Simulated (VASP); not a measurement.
Here is a VASP 6.6.1 calculation.

File POSCAR:

```
TiC
1.0
    0.0000000000      2.1942184125      2.1942184125
    2.1942184125      0.0000000000      2.1942184125
    2.1942184125      2.1942184125      0.0000000000
Ti C
1 1
Direct
    0.0000000000      0.0000000000      0.0000000000
    0.5000000000      0.5000000000      0.5000000000
```

Contents of INCAR.step1:

```
PREC = Accurate
ENCUT = 520
ISMEAR = -1
SIGMA = 0.05
LREAL = False
LASPH = True
NELM = 80
NBANDS = 15
GGA = PE
ALGO = Normal
EDIFF = 1E-4
LWAVE = True
LCHARG = False
```

The input INCAR.step2:

```
PREC = Accurate
ENCUT = 520
EDIFF = 1E-7
ISMEAR = -1
SIGMA = 0.05
LREAL = False
LASPH = True
NELM = 80
ALGO = Normal
ISIF = 2
LWAVE = False
LCHARG = False
METAGGA = R2SCAN
LMIXTAU = True
NBANDS = 15
ISTART = 1
```

Contents of KPOINTS:

```
Automatic mesh
0
Gamma
  11 11 11
```

Potentials or basis: VASP PAW PBE potentials, release 64 (Ti_sv, C).

The run is started by

```sh
$ cat potpaw_PBE.64/Ti_sv/POTCAR potpaw_PBE.64/C/POTCAR > POTCAR
$ cp INCAR.step1 INCAR
$ mpirun -np 1 vasp_std > vasp.out
$ cp INCAR.step2 INCAR
$ mpirun -np 1 vasp_std > vasp.out
```

Problem. Estimate the band gap on the k mesh.

Solution. Zero (band 8 reaches 9.88 eV, above the bottom of band 9 at 8.57 eV).

Problem. Estimate the pressure.

Solution. -9.2 GPa.

Caveat: the PAW data sets were made with another functional, which shifts forces and pressure a little.
